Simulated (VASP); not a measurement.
A run of VASP 6.6.1 is set up as follows.

The input INCAR:

```
SYSTEM = MgH2
  PREC = Accurate
  ENCUT = 520
  EDIFF = 1E-7
  ISMEAR = 0
  SIGMA = 0.1
  LREAL = .FALSE.
  LASPH = .TRUE.
  NELM = 80
  ALGO = Normal
  ISIF = 2
  LWAVE = .FALSE.
  LCHARG = .FALSE.
  GGA = PE
  NBANDS = 20
```

The input KPOINTS:

```
regular mesh
0
G
  4 4 4
  0 0 0
```

Contents of POSCAR:

```
MgH2
1.0
    6.7632397582      0.0000000000      0.0000000000
    0.0000000000      6.7632397582      0.0000000000
    0.0000000000      0.0000000000      5.3799544041
Mg H
4 8
Direct
    0.3485817766      0.0000000000      0.7500000000
    0.6514182234      0.0000000000      0.2500000000
    0.0000000000      0.3485817766      0.0000000000
    0.0000000000      0.6514182234      0.5000000000
    0.5000000000      0.0985660499      0.5000000000
    0.5000000000      0.9014339501      0.0000000000
    0.1968292569      0.1968292569      0.8750000000
    0.1968292569      0.8031707431      0.6250000000
    0.8031707431      0.1968292569      0.1250000000
    0.8031707431      0.8031707431      0.3750000000
    0.9014339501      0.5000000000      0.7500000000
    0.0985660499      0.5000000000      0.2500000000
```

Potentials or basis: VASP PAW PBE potentials, release 64 (Mg, H).

The run is started by

```bash
$ cat potpaw_PBE.64/Mg/POTCAR potpaw_PBE.64/H/POTCAR > POTCAR
$ mpirun -np 1 vasp_std > vasp.out
```

(1) What does it give for the band gap on the k mesh?

(2) Estimate the largest force.

(3) What does it give for the pressure?

## Answers

(1) 5.14 eV, indirect (least direct gap 5.28 eV).

(2) 0.006 eV/Å.

(3) 0.1 GPa.
